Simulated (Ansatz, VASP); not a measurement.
One calculation of Hf2B2O, two programs

```
CELL_PARAMETERS angstrom
3.42357 -3.16507 0.42498
3.42357 3.16507 0.42498
-1.82100 0.00000 2.67841
ATOMIC_POSITIONS crystal
Hf 0.77036 0.22964 0.50000
Hf 0.22961 0.77039 0.50000
B 0.63238 0.63241 0.13374
B 0.36759 0.36762 0.86626
O 0.00005 0.99995 0.00000
```

Alike in both runs: functional PBE; k mesh 4 × 4 × 6; occupations gaussian, width 0.1 eV; no spin polarisation.

Ansatz relaxed the structure, and its values are those at the end. VASP's run is a single point on that final structure, the one shown.

```csv
,VASP,Ansatz
version,VASP 6.6.1,Ansatz 0.2.0
potentials or method,"VASP PAW PBE potentials, release 64 (Hf_pv, B, O), cutoff 520 eV","scalar-relativistic, plane waves, PAW"
valence electrons in the cell,32,64
```

VASP gave:

* gap on the k mesh at the Fermi level (eV): none
* pressure (GPa): -1.2
* rms of the force components (eV/Å): 0.036

**Question.** What did Ansatz give for the same quantities?

**Answer.** gap on the k mesh at the Fermi level (eV): none; pressure (GPa): -0.1; rms of the force components (eV/Å): 0.006.

A gap of «none» marks a metal or a gap that the smearing closes. VASP's potentials hold 32 valence electrons a cell and Ansatz's 64, so a difference there can come from the potentials and not from the codes.

The k mesh is coarse, so the values compare programs but aren't converged. Spin-orbit coupling is off throughout.
